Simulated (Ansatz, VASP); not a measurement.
# One calculation of LiF, two programs

POSCAR

```
LiF
1.0
    4.8953675173      0.0000000000      0.0000000000
   -2.4476837587      4.2395126308      0.0000000000
    0.0000000000      0.0000000000      2.9266947327
Li F
3 3
Direct
    0.6218054410      0.6218054410      0.0000000000
    0.3781945590      0.0000000000      0.3333333333
    0.0000000000      0.3781945590      0.6666666667
    0.0000000000      0.6336921829      0.1666666667
    0.3663078171      0.3663078171      0.5000000000
    0.6336921829      0.0000000000      0.8333333333
```

File INCAR.step1:

```
PREC = Accurate ; ENCUT = 520
ISMEAR = 0 ; SIGMA = 0.02
LREAL = F ; LASPH = T
NELM = 60 ; NBANDS = 24
GGA = PE ; ALGO = Normal
EDIFF = 1E-4 ; LWAVE = T
LCHARG = F
```

The input INCAR.step2:

```
PREC = Accurate ; ENCUT = 520
EDIFF = 1E-7 ; ISMEAR = 0
SIGMA = 0.02 ; LREAL = F
LASPH = T ; NELM = 60
ALGO = Normal ; ISIF = 2
LWAVE = F ; LCHARG = F
METAGGA = R2SCAN ; LMIXTAU = T
NBANDS = 24 ; ISTART = 1
```

KPOINTS

```
regular mesh
0
Gamma
  6 6 8
```

Input for Ansatz:

```yaml
crystal:
  lattice:
    - [4.8953675173, 0.0, 0.0]
    - [-2.4476837587, 4.2395126308, 0.0]
    - [0.0, 0.0, 2.9266947327]
  atoms:
    - { symbol: Li, position: [0.621805441, 0.621805441, 0.0] }
    - { symbol: Li, position: [0.378194559, 0.0, 0.3333333333] }
    - { symbol: Li, position: [0.0, 0.378194559, 0.6666666667] }
    - { symbol: F, position: [0.0, 0.6336921829, 0.1666666667] }
    - { symbol: F, position: [0.3663078171, 0.3663078171, 0.5] }
    - { symbol: F, position: [0.6336921829, 0.0, 0.8333333333] }
basis:
  ecutwfc: 500
kpoints:
  mp_grid: { grid: [6, 6, 8] }
  band_path:
    path:
      - [[0.0, 0.0, 0.0], [0.5, 0.0, 0.0], [0.33333333, 0.33333333, 0.0], [0.0, 0.0, 0.0], [0.0, 0.0, 0.5], [0.5, 0.0, 0.5], [0.33333333, 0.33333333, 0.5], [0.0, 0.0, 0.5]]
      - [[0.5, 0.0, 0.5], [0.5, 0.0, 0.0]]
      - [[0.33333333, 0.33333333, 0.5], [0.33333333, 0.33333333, 0.0]]
    npoints: 14
hamiltonian:
  xc: r2scan
scf:
  occupations: { method: gaussian, width: 0.02 }
  n_extra_bands: 15
output:
  forces: true
  stress: true
  eigenvalues: true
  populations: true
  dos: { projected: true, de: 0.02, nscf_kmesh: { grid: [9, 9, 12] } }
  bader: true
  write_density: true
  write_potential: true
  elf: true
  volumetric_format: npy
```

Alike in both runs: task single point; functional r2SCAN; k mesh 6 × 6 × 8; occupations gaussian, width 0.02 eV; no spin polarisation.

|  | VASP | Ansatz |
| --- | --- | --- |
| version | VASP 6.6.1 | Ansatz 0.2.0 |
| potentials or method | VASP PAW PBE potentials, release 64 (Li_sv, F), cutoff 520 eV | scalar-relativistic, plane waves, PAW |
| valence electrons in the cell | 30 | 30 |

VASP gave:

```
gap on the k mesh at the Fermi level (eV) : 8.41
least direct gap on the mesh (eV)         : 8.41
rms of the force components (eV/Å)        : 0.027
```

Q: What did Ansatz give for the same quantities?

A: gap on the k mesh at the Fermi level (eV): 8.31; least direct gap on the mesh (eV): 8.31; rms of the force components (eV/Å): 0.016.

VASP's potentials were made for PBE, not for r2SCAN. Atom by atom the forces differ by 0.017 eV/Å (rms over components).

Noted on VASP's run: the cutoff is under 1.25 times that of the potentials, so the pressure is a little rough.
